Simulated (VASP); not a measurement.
# InSb (R-3m) in VASP: a series of runs

InSb is run at these levels: PBE+D3(BJ); tasks: single point.

Program: VASP 6.6.1. These are calculated values, not measurements. Logs are shortened: lines on timing, memory, paths and dates and some standing lists are left out, and cuts for length are marked.

### 1 The cell of the first run

Symmetry: R-3m, No. 166, trigonal system. Conventional cell: a = 6.384 Å, b = 6.384 Å, c = 4.692 Å, α = 90.00°, β = 90.00°, γ = 120.00°. Within 3.1 Å of In (site symmetry -3m) lie 2 Sb at 2.35 Å. Sb (site symmetry -3m) has 2 In at 2.35 Å within 3.1 Å.

### 2 Single point, PBE+D3(BJ)

Input file INCAR:

```
ALGO = Fast ; EDIFF = 1E-6
ENCUT = 520 ; GGA = PE
ISIF = 2 ; ISMEAR = 0
IVDW = 12 ; LASPH = T
LCHARG = F ; LREAL = F
LWAVE = F ; NBANDS = 16
NELM = 60 ; PREC = Accurate
SIGMA = 0.15
```

Input file KPOINTS:

```
k-points
0
Gamma
  14 14 14
```

Input file POSCAR:

```
InSb
1.0
    3.9125412169     -0.6019294180     -0.6019294180
   -0.6019294180      3.9125412169     -0.6019294180
   -0.6019294180     -0.6019294180      3.9125412169
In Sb
1 1
Direct
    0.0000000000      0.0000000000      0.0000000000
    0.5000000000      0.5000000000      0.5000000000
```

Potentials or basis: VASP PAW PBE potentials, release 64 (In_d, Sb).

Run with:

```console
$ cat potpaw_PBE.64/In_d/POTCAR potpaw_PBE.64/Sb/POTCAR > POTCAR
$ mpirun -np 1 vasp_std > vasp.out
```

OUTCAR:

```text
EDIFF = 1E-6
   ENCUT = 520
   GGA = PE
   ISIF = 2
   ISMEAR = 0
   IVDW = 12
   LASPH = T
   LREAL = F
   NELM = 60
   PREC = Accurate
 IVDW          = 12

 ion  position               nearest neighbor table
   1  0.000  0.000  0.000-   2 2.35   2 2.35   2 3.77   2 3.77   2 3.77   2 3.77   2 3.77   2 3.77

   2  0.500  0.500  0.500-   1 2.35   1 2.35   1 3.77   1 3.77   1 3.77   1 3.77   1 3.77   1 3.77

  LATTYP: Found a trigonal (rhomboedric) cell.
 ALAT       =     4.0040750271
 COS(alpha) =    -0.2711864407

  Lattice vectors:

 A1 = (   3.9125412169,  -0.6019294180,  -0.6019294180)
 A2 = (  -0.6019294180,   3.9125412169,  -0.6019294180)
 A3 = (  -0.6019294180,  -0.6019294180,   3.9125412169)

Analysis of symmetry for initial positions (statically):
=====================================================================
 Subroutine PRICEL returns:
 Original cell was already a primitive cell.

 Routine SETGRP: Setting up the symmetry group for a
 trigonal (rhombohedral) supercell.

 Subroutine GETGRP returns: Found 12 space group operations
 (whereof 12 operations were pure point group operations)
 out of a pool of 12 trial point group operations.

The static configuration has the point symmetry D_3d.

Analysis of symmetry for dynamics (positions and initial velocities):
=====================================================================
 Subroutine PRICEL returns:
 Original cell was already a primitive cell.

 Routine SETGRP: Setting up the symmetry group for a
 trigonal (rhombohedral) supercell.

 Subroutine GETGRP returns: Found 12 space group operations
 (whereof 12 operations were pure point group operations)
 out of a pool of 12 trial point group operations.

The dynamic configuration has the point symmetry D_3d.

 Subroutine INISYM returns: Found 12 space group operations
 (whereof 12 operations are pure point group operations),
 and found     1 'primitive' translations

----------------------------------------------------------------------------------------

                                     Primitive cell

  volume of cell :      55.2042

  direct lattice vectors                    reciprocal lattice vectors
     3.912541217 -0.601929418 -0.601929418     0.270734339  0.049224425  0.049224425
    -0.601929418  3.912541217 -0.601929418     0.049224425  0.270734339  0.049224425
    -0.601929418 -0.601929418  3.912541217     0.049224425  0.049224425  0.270734339

  length of vectors
[... 84 lines left out ...]
   EDIFFG = 0.1E-04   stopping-criterion for IOM
   NSW    =      0    number of steps for IOM
   IBRION =     -1    ionic relax: 0-MD 1-quasi-New 2-CG
   NFREE  =      0    steps in history (QN), initial steepest desc. (CG)
   ISIF   =      2    stress and relaxation
   ISYM   =      2    0-nonsym 1-usesym 2-fastsym
   POTIM  = 0.5000    time-step for ionic-motion
   TEBEG  =    0.0;   TEEND  =   0.0 temperature during run
   PSTRESS=    0.0 pullay stress
   NELECT =      18.0000    total number of electrons
   NUPDOWN=      -1.0000    fix difference up-down
   EMIN   =  10.00;   EMAX   =-10.00  energy-range for DOS
   EFERMI =   0.00;   METHOD = LEGACY
   ISMEAR =     0;   SIGMA  =   0.15  broadening in eV -4-tet -1-fermi 0-gaus
   EFERMI_NEDOS =   21; number of points for ismear=-14 and -15
   IALGO  =     68    algorithm
   IMIX   =      4    mixing-type and parameters
     AMIX     =   0.40;   BMIX     =  1.00
     AMIX_MAG =   1.60;   BMIX_MAG =  1.00
  volume/ion in A,a.u.               =      27.60       186.27
  Fermi-wavevector in a.u.,A,eV,Ry     =   1.126787  2.129318 17.274616  1.269648
  Thomas-Fermi vector in A             =   2.263470
   LORBIT       =      0    0 simple, 1 ext, 2 COOP (PROOUT), +10 PAW based schemes
   GGA     = PE    functional components
   LHFCALC =     F    Hartree Fock is set to
   AEXX    =    0.0000 exact exchange contribution
   IVDW    =    12    specifies the selected vdW correction
   LEPSILON=     F    determine dielectric tensor
   LRPA    =     F    only Hartree local field effects (RPA)
 non-spin polarized calculation
 RMM-DIIS sequential band-by-band and
 Gauss-broadening in eV      SIGMA  =   0.15
  energy-cutoff  :      520.00
  volume of cell :       55.20
 maximum number of plane-waves:      1512
 NGX is ok and might be reduce to    30

 number of electron      18.0000010 magnetization

 Free energy of the ion-electron system (eV)
  ---------------------------------------------------
  ext. energy  EPLUGINS =         0.00000000
  ---------------------------------------------------
  free energy    TOTEN  =        -3.52081909 eV

  energy without entropy =       -3.50474772  energy(sigma->0) =       -3.51278340

 E-fermi :   7.4255     XC(G=0):  -9.8404

 val. band max:        7.4109188028   @ k =  -0.2857   0.1429   0.0714
 cond. band min:       7.4268646493   @ k =  -0.2857   0.2857   0.0000
 fundamental gap:      0.0159458465
 Fermi energy:         7.4255307029

 k-point     1 :       0.0000    0.0000    0.0000
  band No.  band energies     occupation
      1      -8.7601      2.00000
      2      -8.0913      2.00000
      3      -8.0913      2.00000
      4      -7.8277      2.00000
      5      -7.8277      2.00000
      6      -4.0859      2.00000
[... 433 lines left out ...]
      3      -8.1305      2.00000
      4      -7.8354      2.00000
      5      -7.8127      2.00000
      6      -3.1900      2.00000
[... 8 lines left out ...]
     15      16.7212      0.00000
     16      17.6742      0.00000

 [... further k-points ...]

------------------------ aborting loop because EDIFF is reached ----------------------------------------

 Edisp (eV)   -0.83693

 E8    (eV) :    -0.4055

  FORCE on cell =-STRESS in cart. coord.  units (eV):
  Direction    XX          YY          ZZ          XY          YZ          ZX
  --------------------------------------------------------------------------------------
  -------------------------------------------------------------------------------------
  Total       8.03871     8.03871     8.03871     8.82039     8.82039     8.82039
  in kB     233.30549   233.30549   233.30549   255.99212   255.99212   255.99212
  external pressure =      233.31 kB  Pullay stress =        0.00 kB

 VOLUME and BASIS-vectors are now :
 -----------------------------------------------------------------------------
  energy-cutoff  :      520.00
  volume of cell :       55.20
      direct lattice vectors                 reciprocal lattice vectors
     3.912541217 -0.601929418 -0.601929418     0.270734339  0.049224425  0.049224425
    -0.601929418  3.912541217 -0.601929418     0.049224425  0.270734339  0.049224425
    -0.601929418 -0.601929418  3.912541217     0.049224425  0.049224425  0.270734339

 POSITION                                       TOTAL-FORCE (eV/Angst)
 -----------------------------------------------------------------------------------
      0.00000      0.00000      0.00000        -0.000000     -0.000000      0.000000
      1.35434      1.35434      1.35434         0.000000      0.000000      0.000000
 -----------------------------------------------------------------------------------
    total drift:                               -0.000000     -0.000000      0.000000

  FREE ENERGIE OF THE ION-ELECTRON SYSTEM (eV)
  ---------------------------------------------------
  free  energy   TOTEN  =        -4.3577506599 eV

  energy  without entropy=       -4.3416792961  energy(sigma->0) =       -4.34971498
```

Run time: 5.2 min. Hardware: 1 thread of Oxide Virtual Turin-like, shared host; peak memory 0.35 GiB.

What came out:

| Property | Result |
| --- | --- |
| Free energy | -4.3578 eV |
| Pressure | 23.3 GPa |
| Band gap on the k mesh | zero (bands 9 and 10 overlap by 2.13 eV) |
| Dispersion energy per atom | -0.418 eV |

Levels at points of the mesh, in eV from the Fermi level:
```tsv
k point	band 5	band 6	band 7	band 8	band 9	band 10	band 11	band 12	band 13	band 14
(0.00, 0.00, 0.00)	-15.25	-11.51	-3.25	-0.02	0.77	0.77	3.77	3.77	5.62	5.62
(0.50, 0.00, 0.00)	-15.23	-10.22	-7.57	-0.86	0.31	0.77	2.55	7.54	8.02	8.57
(0.50, 0.50, 0.00)	-15.21	-9.65	-4.89	-4.08	-1.58	-0.42	4.02	4.43	6.08	7.67
(0.50, 0.50, 0.50)	-15.23	-9.26	-6.03	-2.16	-2.16	-0.84	-0.84	5.89	5.97	11.81
```

Caveat: the cell stands under pressure; spin-orbit coupling is left out, which moves the levels of the heavy elements.

### 3 Single point, PBE+D3(BJ)

This run uses another cell than the first one, of the same volume but with other edges.

Input file INCAR:

```
SYSTEM = InSb
ALGO = Fast
EDIFF = 1E-6
ENCUT = 520
GGA = PE
ISIF = 2
ISMEAR = 0
IVDW = 12
LASPH = .TRUE.
LCHARG = .TRUE.
LELF = .TRUE.
LREAL = .FALSE.
LVHAR = .TRUE.
LWAVE = .FALSE.
NBANDS = 16
NELM = 80
PREC = Accurate
SIGMA = 0.15
```

Input file KPOINTS:

```
k-points
0
G
  14 14 14
  0 0 0
```

Input file POSCAR:

```
InSb
1.0
    3.8186326301     -0.2009806647     -0.2009806647
   -0.2009806647      3.8186326301     -0.2009806647
   -0.2009806647     -0.2009806647      3.8186326301
In Sb
1 1
Direct
    0.0000000000      0.0000000000      0.0000000000
    0.5000000000      0.5000000000      0.5000000000
```

Potentials or basis: VASP PAW PBE potentials, release 64 (In_d, Sb).

Run with:

```console
$ cat potpaw_PBE.64/In_d/POTCAR potpaw_PBE.64/Sb/POTCAR > POTCAR
$ mpirun -np 1 vasp_std > vasp.out
```

Run time: 4 min. Hardware: 1 thread of Oxide Virtual Turin-like, shared host; peak memory 0.34 GiB.

It converged, with:

```
Free energy                : -7.1839 eV
Pressure                   : -1.0 GPa
Band gap on the k mesh     : zero (bands 9 and 10 overlap by 3.72 eV)
Dispersion energy per atom : -0.410 eV
```

Stress tensor (GPa, compression positive):
```
-0.97  2.62  2.62
 2.62 -0.97  2.62
 2.62  2.62 -0.97
```

Levels at points of the mesh, in eV from the Fermi level:
| k point | band 7 | band 8 | band 9 | band 10 | band 11 | band 12 |
| --- | --- | --- | --- | --- | --- | --- |
| (0.00, 0.00, 0.00) | -1.98 | -1.56 | -0.07 | -0.07 | 4.23 | 4.23 |
| (0.50, 0.00, 0.00) | -7.03 | 0.50 | 1.30 | 1.77 | 3.23 | 3.72 |
| (0.50, 0.50, 0.00) | -4.50 | -4.11 | -3.98 | 1.45 | 4.48 | 5.44 |
| (0.50, 0.50, 0.50) | -3.53 | -2.28 | -2.28 | -0.61 | -0.61 | -0.22 |

Caveat: spin-orbit coupling is left out, which moves the levels of the heavy elements.
